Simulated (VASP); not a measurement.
# N (P6_3/mmc) in VASP: a series of runs

N is run at these levels: PBEsol; tasks: single point.

All numbers are computed with VASP 6.6.1; they aren't measurements. Logs are shortened: lines on timing, memory, paths and dates and some standing lists are left out, and cuts for length are marked.

**1. The cell of the first run**

The structure is hexagonal, space group P6_3/mmc (No. 194). The conventional cell has a = 2.581 Å, b = 2.581 Å, c = 2.506 Å, α = 90.00°, β = 90.00°, γ = 120.00°. Within 2.6 Å of N (site symmetry -6m2) lie 14 N at 1.95 to 2.58 Å.

**2. Single point, PBEsol**

INCAR reads:

```
SYSTEM = N
PREC = Accurate
ENCUT = 520
EDIFF = 1E-6
ISMEAR = -1
SIGMA = 0.1
LREAL = .False.
LASPH = .True.
NELM = 100
ALGO = Normal
ISIF = 2
LWAVE = .False.
LCHARG = .False.
GGA = PS
NBANDS = 12
```

KPOINTS reads:

```
Automatic mesh
0
Gamma
  8 8 7
  0 0 0
```

POSCAR reads:

```
N
1.0
    2.5809486800      0.0000000000      0.0000000000
   -1.2904743400      2.2351666227      0.0000000000
    0.0000000000      0.0000000000      2.5056839774
N
2
Direct
    0.6666666667      0.3333333333      0.2500000000
    0.3333333333      0.6666666667      0.7500000000
```

Potentials or basis: VASP PAW PBE potentials, release 64 (N).

Command:

```
> cat potpaw_PBE.64/N/POTCAR > POTCAR
> mpirun -np 1 vasp_std > vasp.out
```

OUTCAR:

```text
SYSTEM = N
   PREC = Accurate
   ENCUT = 520
   EDIFF = 1E-6
   ISMEAR = -1
   LREAL = .False.
   LASPH = .True.
   NELM = 100
   ISIF = 2
   GGA = PS

 ion  position               nearest neighbor table
   1  0.667  0.333  0.250-
   2  0.333  0.667  0.750-

  LATTYP: Found a hexagonal cell.
 ALAT       =     2.5809486800
 C/A-ratio  =     0.9708383575

  Lattice vectors:

 A1 = (   2.5809486800,   0.0000000000,   0.0000000000)
 A2 = (  -1.2904743400,   2.2351666227,   0.0000000000)
 A3 = (   0.0000000000,   0.0000000000,   2.5056839774)

Analysis of symmetry for initial positions (statically):
=====================================================================
 Subroutine PRICEL returns:
 Original cell was already a primitive cell.

 Routine SETGRP: Setting up the symmetry group for a
 hexagonal supercell.

 Subroutine GETGRP returns: Found 24 space group operations
 (whereof 12 operations were pure point group operations)
 out of a pool of 24 trial point group operations.

The static configuration has the point symmetry D_3d.
 The point group associated with its full space group is D_6h.

Analysis of symmetry for dynamics (positions and initial velocities):
=====================================================================
 Subroutine PRICEL returns:
 Original cell was already a primitive cell.

 Routine SETGRP: Setting up the symmetry group for a
 hexagonal supercell.

 Subroutine GETGRP returns: Found 24 space group operations
 (whereof 12 operations were pure point group operations)
 out of a pool of 24 trial point group operations.

The dynamic configuration has the point symmetry D_3d.
 The point group associated with its full space group is D_6h.

 Subroutine INISYM returns: Found 24 space group operations
 (whereof 12 operations are pure point group operations),
 and found     1 'primitive' translations

----------------------------------------------------------------------------------------

                                     Primitive cell

  volume of cell :      14.4549

  direct lattice vectors                    reciprocal lattice vectors
     2.580948680  0.000000000  0.000000000     0.387454430  0.223696970  0.000000000
    -1.290474340  2.235166623  0.000000000     0.000000000  0.447393939  0.000000000
     0.000000000  0.000000000  2.505683977     0.000000000  0.000000000  0.399092627

  length of vectors
     2.580948680  2.580948247  2.505683977     0.447393864  0.447393939  0.399092627

  position of ions in fractional coordinates (direct lattice)
     0.666666667  0.333333333  0.250000000
     0.333333333  0.666666667  0.750000000

  ion indices of the primitive-cell ions
   primitive index   ion index
                 1           1
                 2           2

----------------------------------------------------------------------------------------

 KPOINTS: Automatic mesh

Automatic generation of k-mesh.
 Grid dimensions read from file:
 generate k-points for:    8    8    7

 Generating k-lattice:

  Cartesian coordinates                     Fractional coordinates (reciprocal lattice)
     0.048431804  0.027962121  0.000000000     0.125000000  0.000000000  0.000000000
     0.000000000  0.055924242  0.000000000     0.000000000  0.125000000  0.000000000
     0.000000000  0.000000000  0.057013232     0.000000000  0.000000000  0.142857143

  Length of vectors
     0.055924233  0.055924242  0.057013232

  Shift w.r.t. Gamma in fractional coordinates (k-lattice)
     0.000000000  0.000000000  0.000000000

 Subroutine IBZKPT returns following result:
 ===========================================

 Found     40 irreducible k-points:

 Following reciprocal coordinates:
            Coordinates               Weight
  0.000000  0.000000  0.000000      1.000000
  0.125000  0.000000  0.000000      6.000000
  0.250000  0.000000  0.000000      6.000000
  0.375000  0.000000  0.000000      6.000000
  0.500000  0.000000  0.000000      3.000000
  0.125000  0.125000  0.000000      6.000000
[... 16 lines left out ...]
  0.250000  0.000000  0.285714     12.000000
  0.375000  0.000000  0.285714     12.000000
 [... further k-points ...]
   k-points           NKPTS =     40   k-points in BZ     NKDIM =     40   number of bands    NBANDS=     12
   number of dos      NEDOS =    301   number of ions     NIONS =      2
   total plane-waves  NPLWV =   8000
   dimension x,y,z NGX =    20 NGY =   20 NGZ =   20
   dimension x,y,z NGXF=    40 NGYF=   40 NGZF=   40
   ions per type =               2
   NGX,Y,Z   is equivalent  to a cutoff of  12.88, 12.88, 13.27 a.u.
   NGXF,Y,Z  is equivalent  to a cutoff of  25.77, 25.77, 26.54 a.u.
 SYSTEM =  N
   PREC   = accura    normal or accurate (medium, high low for compatibility)
   ISTART =      0    job   : 0-new  1-cont  2-samecut
   ICHARG =      2    charge: 1-file 2-atom 10-const
   ISPIN  =      1    spin polarized calculation?
   LNONCOLLINEAR =      F non collinear calculations
   LSORBIT =      F    spin-orbit coupling
   LASPH  =      T    aspherical Exc in radial PAW
   ENCUT  =  520.0 eV  38.22 Ry    6.18 a.u.   4.80  4.80  4.66*2*pi/ulx,y,z
   NELM   =    100;   NELMIN=  2; NELMDL= -5     # of ELM steps
   EDIFF  = 0.1E-05   stopping-criterion for ELM
   LREAL  =      F    real-space projection
   EDIFFG = 0.1E-04   stopping-criterion for IOM
   NSW    =      0    number of steps for IOM
   IBRION =     -1    ionic relax: 0-MD 1-quasi-New 2-CG
   NFREE  =      0    steps in history (QN), initial steepest desc. (CG)
   ISIF   =      2    stress and relaxation
   ISYM   =      2    0-nonsym 1-usesym 2-fastsym
   POTIM  = 0.5000    time-step for ionic-motion
   TEBEG  =    0.0;   TEEND  =   0.0 temperature during run
   PSTRESS=    0.0 pullay stress
   NELECT =      10.0000    total number of electrons
   NUPDOWN=      -1.0000    fix difference up-down
   EMIN   =  10.00;   EMAX   =-10.00  energy-range for DOS
   EFERMI =   0.00;   METHOD = LEGACY
   ISMEAR =    -1;   SIGMA  =   0.10  broadening in eV -4-tet -1-fermi 0-gaus
   EFERMI_NEDOS =   21; number of points for ismear=-14 and -15
   IALGO  =     38    algorithm
   IMIX   =      4    mixing-type and parameters
     AMIX     =   0.40;   BMIX     =  1.00
     AMIX_MAG =   1.60;   BMIX_MAG =  1.00
  volume/ion in A,a.u.               =       7.23        48.77
  Fermi-wavevector in a.u.,A,eV,Ry     =   1.447892  2.736120 28.523153  2.096393
  Thomas-Fermi vector in A             =   2.565796
   LORBIT       =      0    0 simple, 1 ext, 2 COOP (PROOUT), +10 PAW based schemes
   GGA     = PS    functional components
   LHFCALC =     F    Hartree Fock is set to
   AEXX    =    0.0000 exact exchange contribution
   IVDW    =     0    specifies the selected vdW correction
   LEPSILON=     F    determine dielectric tensor
   LRPA    =     F    only Hartree local field effects (RPA)
 non-spin polarized calculation
  energy-cutoff  :      520.00
  volume of cell :       14.45
 maximum number of plane-waves:       405
 NGX is ok and might be reduce to    20
   NGX =  9   NGY =  9   NGZ =  9

 number of electron      10.0000001 magnetization

 Free energy of the ion-electron system (eV)
  ---------------------------------------------------
  ext. energy  EPLUGINS =         0.00000000
  ---------------------------------------------------
  free energy    TOTEN  =       -10.43107338 eV

  energy without entropy =      -10.40681291  energy(sigma->0) =      -10.41894314

 E-fermi :   5.8894     XC(G=0): -12.8814

 val. band max:        5.8786874758   @ k =   0.2500   0.1250   0.4286
 cond. band min:       5.9090951388   @ k =   0.1250   0.1250   0.1429
 fundamental gap:      0.0304076631
 Fermi energy:         5.8894118499

 k-point     1 :       0.0000    0.0000    0.0000
  band No.  band energies     occupation
      1     -15.1359      2.00000
      2      -0.2389      2.00000
      3       1.5220      2.00000
      4       3.7959      2.00000
      5       3.7959      2.00000
      6       8.6203      0.00000
      7       8.6203      0.00000
      8      11.6302      0.00000
      9      20.2280      0.00000
     10      23.0663      0.00000
     11      30.4313      0.00000
     12      30.4313      0.00000

 k-point     2 :       0.1250    0.0000    0.0000
  band No.  band energies     occupation
      1     -14.7819      2.00000
      2      -1.1635      2.00000
      3       1.8079      2.00000
      4       3.2864      2.00000
      5       3.7450      2.00000
      6       8.4666      0.00000
      7       9.0973      0.00000
      8      11.1908      0.00000
      9      21.0229      0.00000
     10      22.8770      0.00000
     11      30.8376      0.00000
     12      31.0457      0.00000

 k-point     3 :       0.2500    0.0000    0.0000
  band No.  band energies     occupation
      1     -13.7438      2.00000
      2      -3.4792      2.00000
      3       2.3446      2.00000
      4       2.6244      2.00000
      5       3.6707      2.00000
      6       8.2660      0.00000
      7       9.9221      0.00000
      8      10.0180      0.00000
      9      21.1601      0.00000
     10      23.9577      0.00000
     11      32.0492      0.00000
     12      33.0061      0.00000
[... 286 lines left out ...]
 k-point    23 :       0.2500    0.0000    0.2857
  band No.  band energies     occupation
      1     -12.2243      2.00000
      2      -5.2774      2.00000
      3      -0.2406      2.00000
      4       3.5986      2.00000
      5       4.9561      1.99982
      6       7.7491      0.00000
      7       8.3638      0.00000
      8      10.5201      0.00000
      9      22.4093      0.00000
     10      26.8549      0.00000
     11      29.3275      0.00000
     12      30.8472      0.00000

 k-point    24 :       0.3750    0.0000    0.2857
  band No.  band energies     occupation
      1     -10.6786      2.00000
      2      -5.6492      2.00000
      3      -1.5348      2.00000
      4       2.9102      2.00000
      5       2.9535      2.00000
      6       7.6860      0.00000
      7       8.4048      0.00000
      8      10.7802      0.00000
      9      22.0783      0.00000
     10      27.0655      0.00000
     11      30.5400      0.00000
     12      33.7818      0.00000

 [... further k-points ...]
[... 5 lines left out ...]
  --------------------------------------------------------------------------------------
  -------------------------------------------------------------------------------------
  Total       -0.8874517     -0.8874513     -2.2362985      0.0000000      0.0000000      0.0000000
  in kB      -98.3648093    -98.3647653   -247.8704703      0.0000000      0.0000000      0.0000000
  external PRESSURE =    -148.2000150 kB  Pullay stress =       0.0000000 kB

 VOLUME and BASIS-vectors are now :
 -----------------------------------------------------------------------------
  energy-cutoff  :      520.00
  volume of cell :       14.45
      direct lattice vectors                 reciprocal lattice vectors
     2.580948680  0.000000000  0.000000000     0.387454430  0.223696970  0.000000000
    -1.290474340  2.235166623  0.000000000     0.000000000  0.447393939  0.000000000
     0.000000000  0.000000000  2.505683977     0.000000000  0.000000000  0.399092627

 POSITION                                       TOTAL-FORCE (eV/Angst)
 -----------------------------------------------------------------------------------
      1.29047      0.74506      0.62642         0.000000      0.000000      0.000000
     -0.00000      1.49011      1.87926        -0.000000     -0.000000      0.000000
 -----------------------------------------------------------------------------------
    total drift:                                0.000000     -0.000000      0.000000

  FREE ENERGIE OF THE ION-ELECTRON SYSTEM (eV)
  ---------------------------------------------------
  free  energy   TOTEN  =       -10.4310733751 eV

  energy  without entropy=      -10.4068129058  energy(sigma->0) =      -10.41894314
```

Wall time 13 s (1 thread of AMD EPYC 7R13, shared host); peak memory 0.09 GiB.

Results:

```
Free energy            : -10.4311 eV
Pressure               : -14.8 GPa
Band gap on the k mesh : zero (band 5 reaches 6.81 eV, above the bottom of band 6 at 4.06 eV)
```

Caveat: the PAW data sets were made with another functional, which shifts forces and pressure a little.

**3. Single point, PBEsol**

This run uses another cell than the first one, of 7.40 Å³/atom, 1.023 times its volume.

INCAR reads:

```
SYSTEM = N
PREC     = Accurate       ! precision mode
ENCUT    = 520            ! plane-wave cutoff, eV
EDIFF    = 1E-6           ! SCF threshold, eV
ISMEAR   = -1             ! smearing method
SIGMA    = 0.1            ! smearing width, eV
LREAL    = .False.        ! projectors in reciprocal space
LASPH    = .True.         ! aspherical terms in the spheres
NELM     = 100            ! most SCF steps
ALGO     = Normal         ! electronic algorithm
ISIF     = 2              ! what is computed and relaxed
LWAVE    = .False.        ! write WAVECAR
LCHARG   = .False.        ! write CHGCAR
GGA      = PS             ! functional
NBANDS   = 12             ! bands
```

KPOINTS reads:

```
regular mesh
0
Gamma
  8 8 7
  0 0 0
```

POSCAR reads:

```
N
1.0
    2.6008029116      0.0000000000      0.0000000000
   -1.3004014558      2.2523608878      0.0000000000
    0.0000000000      0.0000000000      2.5249592270
N
2
Direct
    0.6666666667      0.3333333333      0.2500000000
    0.3333333333      0.6666666667      0.7500000000
```

Potentials or basis: VASP PAW PBE potentials, release 64 (N).

Command:

```
> cat potpaw_PBE.64/N/POTCAR > POTCAR
> mpirun -np 1 vasp_std > vasp.out
```

Run time: 13 s. Hardware: 1 thread of AMD EPYC 7R13, shared host; peak memory 0.09 GiB.

The run converged. Its results:

```
Free energy            : -10.3969 eV
Pressure               : -18.3 GPa
Band gap on the k mesh : zero (band 5 reaches 6.37 eV, above the bottom of band 6 at 3.82 eV)
```

Stress tensor (GPa, compression positive):
```
-13.19   0.00   0.00
  0.00 -13.19   0.00
  0.00   0.00 -28.55
```

Levels at points of the mesh, in eV from the Fermi level:
```csv
k point,band 2,band 3,band 4,band 5,band 6,band 7,band 8,band 9
"(0.00, 0.00, 0.00)",-6.29,-4.24,-2.02,-2.02,2.69,2.69,5.60,14.34
"(0.50, 0.00, 0.00)",-13.66,-4.40,-2.39,-1.25,1.67,2.41,4.67,13.36
```

Caveat: the PAW data sets were made with another functional, which shifts forces and pressure a little.
